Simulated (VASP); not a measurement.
# Bi (P6_3/mmc) in VASP: a series of runs, part 2 of 2

VASP 6.6.1.

### Step 3. Single point, PBE (101.31 Å³/atom)

This run uses another cell than the first one.

INCAR reads:

```
SYSTEM = Bi
ALGO = Normal ; EDIFF = 1E-7
ENCUT = 520 ; GGA = PE
ISIF = 2 ; ISMEAR = -1
LASPH = .True. ; LCHARG = .False.
LREAL = .False. ; LWAVE = .False.
NBANDS = 22 ; NELM = 80
PREC = Accurate ; SIGMA = 0.03
```

KPOINTS reads:

```
k-points
0
Gamma
  9 9 3
  0 0 0
```

POSCAR reads:

```
Bi
1.0
    4.4776549378      0.0000000000      0.0000000000
   -2.2388274690      3.8777629256      0.0000000000
    0.0000000000      0.0000000000     11.6691290509
Bi
2
Direct
    0.3333333333      0.6666666667      0.2500000000
    0.6666666667      0.3333333333      0.7500000000
```

Potentials or basis: VASP PAW PBE potentials, release 64 (Bi_d).

Launch:

```console
> cat potpaw_PBE.64/Bi_d/POTCAR > POTCAR
> mpirun -np 1 vasp_std > vasp.out
```

OUTCAR:

```text
SYSTEM = Bi
   EDIFF = 1E-7
   ENCUT = 520
   GGA = PE
   ISIF = 2
   ISMEAR = -1
   LASPH = .True.
   LREAL = .False.
   NELM = 80
   PREC = Accurate

 ion  position               nearest neighbor table
   1  0.333  0.667  0.250-
   2  0.667  0.333  0.750-

  LATTYP: Found a hexagonal cell.
 ALAT       =     4.4776549378
 C/A-ratio  =     2.6060804624

  Lattice vectors:

 A1 = (   4.4776549378,   0.0000000000,   0.0000000000)
 A2 = (  -2.2388274690,   3.8777629256,   0.0000000000)
 A3 = (   0.0000000000,   0.0000000000,  11.6691290509)

Analysis of symmetry for initial positions (statically):
=====================================================================
 Subroutine PRICEL returns:
 Original cell was already a primitive cell.

 Routine SETGRP: Setting up the symmetry group for a
 hexagonal supercell.

 Subroutine GETGRP returns: Found 24 space group operations
 (whereof 12 operations were pure point group operations)
 out of a pool of 24 trial point group operations.

The static configuration has the point symmetry D_3d.
 The point group associated with its full space group is D_6h.

Analysis of symmetry for dynamics (positions and initial velocities):
=====================================================================
 Subroutine PRICEL returns:
 Original cell was already a primitive cell.

 Routine SETGRP: Setting up the symmetry group for a
 hexagonal supercell.

 Subroutine GETGRP returns: Found 24 space group operations
 (whereof 12 operations were pure point group operations)
 out of a pool of 24 trial point group operations.

The dynamic configuration has the point symmetry D_3d.
 The point group associated with its full space group is D_6h.

 Subroutine INISYM returns: Found 24 space group operations
 (whereof 12 operations are pure point group operations),
 and found     1 'primitive' translations

----------------------------------------------------------------------------------------

                                     Primitive cell

  volume of cell :     202.6144

  direct lattice vectors                    reciprocal lattice vectors
     4.477654938  0.000000000  0.000000000     0.223331189  0.128940322  0.000000000
    -2.238827469  3.877762926  0.000000000     0.000000000  0.257880644  0.000000000
     0.000000000  0.000000000 11.669129051     0.000000000  0.000000000  0.085696199

  length of vectors
     4.477654938  4.477654938 11.669129051     0.257880644  0.257880644  0.085696199

  position of ions in fractional coordinates (direct lattice)
     0.333333333  0.666666667  0.250000000
     0.666666667  0.333333333  0.750000000

  ion indices of the primitive-cell ions
   primitive index   ion index
                 1           1
                 2           2

----------------------------------------------------------------------------------------

 KPOINTS: k-points

Automatic generation of k-mesh.
 Grid dimensions read from file:
 generate k-points for:    9    9    3

 Generating k-lattice:

  Cartesian coordinates                     Fractional coordinates (reciprocal lattice)
     0.024814577  0.014326702  0.000000000     0.111111111  0.000000000  0.000000000
     0.000000000  0.028653405  0.000000000     0.000000000  0.111111111  0.000000000
     0.000000000  0.000000000  0.028565400     0.000000000  0.000000000  0.333333333

  Length of vectors
     0.028653405  0.028653405  0.028565400

  Shift w.r.t. Gamma in fractional coordinates (k-lattice)
     0.000000000  0.000000000  0.000000000

 Subroutine IBZKPT returns following result:
 ===========================================

 Found     24 irreducible k-points:

 Following reciprocal coordinates:
            Coordinates               Weight
  0.000000  0.000000  0.000000      1.000000
  0.111111  0.000000  0.000000      6.000000
  0.222222  0.000000  0.000000      6.000000
  0.333333  0.000000  0.000000      6.000000
  0.444444  0.000000  0.000000      6.000000
  0.111111  0.111111  0.000000      6.000000
[... 16 lines left out ...]
  0.333333  0.222222  0.333333     24.000000
  0.333333  0.333333  0.333333      4.000000
   k-points           NKPTS =     24   k-points in BZ     NKDIM =     24   number of bands    NBANDS=     22
   number of dos      NEDOS =    301   number of ions     NIONS =      2
   total plane-waves  NPLWV = 116640
   dimension x,y,z NGX =    36 NGY =   36 NGZ =   90
   dimension x,y,z NGXF=    72 NGYF=   72 NGZF=  180
   ions per type =               2
   NGX,Y,Z   is equivalent  to a cutoff of  13.37, 13.37, 12.82 a.u.
   NGXF,Y,Z  is equivalent  to a cutoff of  26.73, 26.73, 25.64 a.u.
 SYSTEM =  Bi
   PREC   = accura    normal or accurate (medium, high low for compatibility)
   ISTART =      0    job   : 0-new  1-cont  2-samecut
   ICHARG =      2    charge: 1-file 2-atom 10-const
   ISPIN  =      1    spin polarized calculation?
   LNONCOLLINEAR =      F non collinear calculations
   LSORBIT =      F    spin-orbit coupling
   LASPH  =      T    aspherical Exc in radial PAW
   ENCUT  =  520.0 eV  38.22 Ry    6.18 a.u.   8.33  8.33 21.70*2*pi/ulx,y,z
   NELM   =     80;   NELMIN=  2; NELMDL= -5     # of ELM steps
   EDIFF  = 0.1E-06   stopping-criterion for ELM
   LREAL  =      F    real-space projection
   EDIFFG = 0.1E-05   stopping-criterion for IOM
   NSW    =      0    number of steps for IOM
   IBRION =     -1    ionic relax: 0-MD 1-quasi-New 2-CG
   NFREE  =      0    steps in history (QN), initial steepest desc. (CG)
   ISIF   =      2    stress and relaxation
   ISYM   =      2    0-nonsym 1-usesym 2-fastsym
   POTIM  = 0.5000    time-step for ionic-motion
   TEBEG  =    0.0;   TEEND  =   0.0 temperature during run
   PSTRESS=    0.0 pullay stress
   NELECT =      30.0000    total number of electrons
   NUPDOWN=      -1.0000    fix difference up-down
   EMIN   =  10.00;   EMAX   =-10.00  energy-range for DOS
   EFERMI =   0.00;   METHOD = LEGACY
   ISMEAR =    -1;   SIGMA  =   0.03  broadening in eV -4-tet -1-fermi 0-gaus
   EFERMI_NEDOS =   21; number of points for ismear=-14 and -15
   IALGO  =     38    algorithm
   IMIX   =      4    mixing-type and parameters
     AMIX     =   0.40;   BMIX     =  1.00
     AMIX_MAG =   1.60;   BMIX_MAG =  1.00
  volume/ion in A,a.u.               =     101.31       683.65
  Fermi-wavevector in a.u.,A,eV,Ry     =   0.866081  1.636656 10.205678  0.750096
  Thomas-Fermi vector in A             =   1.984418
   LORBIT       =      0    0 simple, 1 ext, 2 COOP (PROOUT), +10 PAW based schemes
   GGA     = PE    functional components
   LHFCALC =     F    Hartree Fock is set to
   AEXX    =    0.0000 exact exchange contribution
   IVDW    =     0    specifies the selected vdW correction
   LEPSILON=     F    determine dielectric tensor
   LRPA    =     F    only Hartree local field effects (RPA)
 non-spin polarized calculation
  energy-cutoff  :      520.00
  volume of cell :      202.61
 maximum number of plane-waves:      5485
 NGX is ok and might be reduce to    36
   NGX = 17   NGY = 17   NGZ = 43

 number of electron      30.0000005 magnetization

 Free energy of the ion-electron system (eV)
  ---------------------------------------------------
  ext. energy  EPLUGINS =         0.00000000
  ---------------------------------------------------
  free energy    TOTEN  =        -3.39921875 eV

  energy without entropy =       -3.37855210  energy(sigma->0) =       -3.38888542

 E-fermi :  -0.8955     XC(G=0):  -5.4423

 val. band max:       -0.8977754770   @ k =   0.3333   0.1111   0.3333
 cond. band min:      -0.8940276915   @ k =   0.3333   0.0000   0.3333
 fundamental gap:      0.0037477854
 Fermi energy:        -0.8954964567

 k-point     1 :       0.0000    0.0000    0.0000
  band No.  band energies     occupation
      1     -23.7215      2.00000
      2     -23.7215      2.00000
      3     -23.7154      2.00000
      4     -23.7154      2.00000
      5     -23.7153      2.00000
      6     -23.7153      2.00000
[... 14 lines left out ...]
     21       4.8774      0.00000
     22       5.1234      0.00000
[... 552 lines left out ...]
  band No.  band energies     occupation
      1     -23.7174      2.00000
      2     -23.7174      2.00000
      3     -23.7174      2.00000
      4     -23.7174      2.00000
      5     -23.7165      2.00000
      6     -23.7165      2.00000
[... 14 lines left out ...]
     21       4.6943      0.00000
     22       5.2291      0.00000

------------------------ aborting loop because EDIFF is reached ----------------------------------------

  FORCE on cell =-STRESS in cart. coord.  units (eV):
  Direction    XX          YY          ZZ          XY          YZ          ZX
  --------------------------------------------------------------------------------------
  -------------------------------------------------------------------------------------
  Total       -6.4134919     -6.4134919     -0.4919978      0.0000000      0.0000000      0.0000000
  in kB      -50.7148113    -50.7148113     -3.8904824      0.0000000      0.0000000      0.0000000
  external PRESSURE =     -35.1067017 kB  Pullay stress =       0.0000000 kB

 VOLUME and BASIS-vectors are now :
 -----------------------------------------------------------------------------
  energy-cutoff  :      520.00
  volume of cell :      202.61
      direct lattice vectors                 reciprocal lattice vectors
     4.477654938  0.000000000  0.000000000     0.223331189  0.128940322  0.000000000
    -2.238827469  3.877762926  0.000000000     0.000000000  0.257880644  0.000000000
     0.000000000  0.000000000 11.669129051     0.000000000  0.000000000  0.085696199

 POSITION                                       TOTAL-FORCE (eV/Angst)
 -----------------------------------------------------------------------------------
     -0.00000      2.58518      2.91728        -0.000000      0.000000      0.000000
      2.23883      1.29259      8.75185         0.000000     -0.000000      0.000000
 -----------------------------------------------------------------------------------
    total drift:                               -0.000000      0.000000      0.000000

  FREE ENERGIE OF THE ION-ELECTRON SYSTEM (eV)
  ---------------------------------------------------
  free  energy   TOTEN  =        -3.3992187484 eV

  energy  without entropy=       -3.3785520969  energy(sigma->0) =       -3.38888542
```

OSZICAR:

```text
N       E                     dE             d eps       ncg     rms          rms(c)
DAV:   1     0.261306919629E+03    0.26131E+03   -0.14356E+04  1152   0.118E+03
DAV:   2     0.170899366073E+02   -0.24422E+03   -0.23973E+03  1134   0.318E+02
DAV:   3    -0.270580725765E+01   -0.19796E+02   -0.19537E+02  1248   0.117E+02
DAV:   4    -0.337897550042E+01   -0.67317E+00   -0.67176E+00  1332   0.237E+01
DAV:   5    -0.340829662158E+01   -0.29321E-01   -0.29320E-01  1486   0.447E+00    0.802E-01
DAV:   6    -0.339593525037E+01    0.12361E-01   -0.35600E-02  1258   0.139E+00    0.507E-01
DAV:   7    -0.339779180747E+01   -0.18566E-02   -0.41371E-02  1224   0.129E+00    0.130E-01
DAV:   8    -0.339895895893E+01   -0.11672E-02   -0.36757E-03  1152   0.722E-01    0.503E-02
DAV:   9    -0.339909460941E+01   -0.13565E-03   -0.15877E-04  1312   0.994E-02    0.308E-02
DAV:  10    -0.339921366355E+01   -0.11905E-03   -0.14084E-04  1190   0.587E-02    0.359E-03
DAV:  11    -0.339921637769E+01   -0.27141E-05   -0.28954E-06  1336   0.146E-02    0.201E-03
DAV:  12    -0.339921861964E+01   -0.22419E-05   -0.36736E-06   936   0.943E-03    0.649E-04
DAV:  13    -0.339921876513E+01   -0.14549E-06   -0.16884E-07  1008   0.353E-03    0.303E-04
DAV:  14    -0.339921874838E+01    0.16753E-07   -0.57403E-08   812   0.130E-03
   1 F= -.33992187E+01 E0= -.33888854E+01  d E =-.206667E-01
```

It took 2.4 min on 1 thread of Intel Xeon 8259CL, shared host; peak memory 0.35 GiB.

Results:

```yaml
Free_energy: -3.3992 eV
Pressure: -3.5 GPa
Band_gap_on_the_k_mesh: zero (bands 15 and 16 overlap by 2.28 eV)
```

Caveat: the cell stands under tension; spin-orbit coupling is left out, which moves the levels of the heavy elements.

### Step 4. Single point, PBE (102.89 Å³/atom)

This run uses another cell than the first one.

INCAR reads:

```
PREC = Accurate
ENCUT = 520
EDIFF = 1E-6
ISMEAR = -1
SIGMA = 0.03
LREAL = False
LASPH = True
NELM = 60
ALGO = Normal
ISIF = 2
LWAVE = False
LCHARG = False
GGA = PE
NBANDS = 22
```

KPOINTS reads:

```
Automatic mesh
0
Gamma
  9 9 3
```

POSCAR reads:

```
Bi
1.0
    4.5008556366      0.0000000000      0.0000000000
   -2.2504278184      3.8978553202      0.0000000000
    0.0000000000      0.0000000000     11.7295919388
Bi
2
Direct
    0.3333333333      0.6666666667      0.2500000000
    0.6666666667      0.3333333333      0.7500000000
```

Launch:

```console
> cat potpaw_PBE.64/Bi_d/POTCAR > POTCAR
> mpirun -np 1 vasp_std > vasp.out
```

It took 2.1 min on 1 thread of Intel Xeon 8259CL, shared host; peak memory 0.36 GiB.

It converged, with:

```yaml
Free_energy: -3.3311 eV
Pressure: -3.4 GPa
Band_gap_on_the_k_mesh: zero (bands 15 and 16 overlap by 2.22 eV)
```

Stress tensor (GPa, compression positive):
```
-4.95  0.00  0.00
 0.00 -4.95  0.00
 0.00  0.00 -0.37
```

Levels at points of the mesh, in eV from the Fermi level:
| k point | band 11 | band 12 | band 13 | band 14 | band 15 | band 16 | band 17 | band 18 | band 19 | band 20 |
| --- | --- | --- | --- | --- | --- | --- | --- | --- | --- | --- |
| (0.00, 0.00, 0.00) | -10.33 | -10.31 | -0.88 | -0.35 | 1.50 | 1.50 | 1.51 | 1.51 | 3.05 | 4.63 |

Caveat: the cell stands under tension; spin-orbit coupling is left out, which moves the levels of the heavy elements.

### Step 5. Overview

```csv
cell,gap on the mesh (eV),pressure (GPa)
"a = 4.462, b = 4.462, c = 11.628 Å, angles 90.0, 90.0, 120.0°, 2 atoms",none,-3.6
"a = 4.478, b = 4.478, c = 11.669 Å, angles 90.0, 90.0, 120.0°, 2 atoms",none,-3.5
"a = 4.501, b = 4.501, c = 11.730 Å, angles 90.0, 90.0, 120.0°, 2 atoms",none,-3.4
```

Alike in all rows: task single point; level PBE; potentials or basis VASP PAW PBE potentials, release 64 (Bi_d); no spin polarisation; k mesh 9 × 9 × 3; cutoff (eV) 520; smearing fermi-dirac 0.03 eV.

Caveats: the cell stands under tension; spin-orbit coupling is left out, which moves the levels of the heavy elements.

Absolute energies hang on the potentials; compare differences alone.
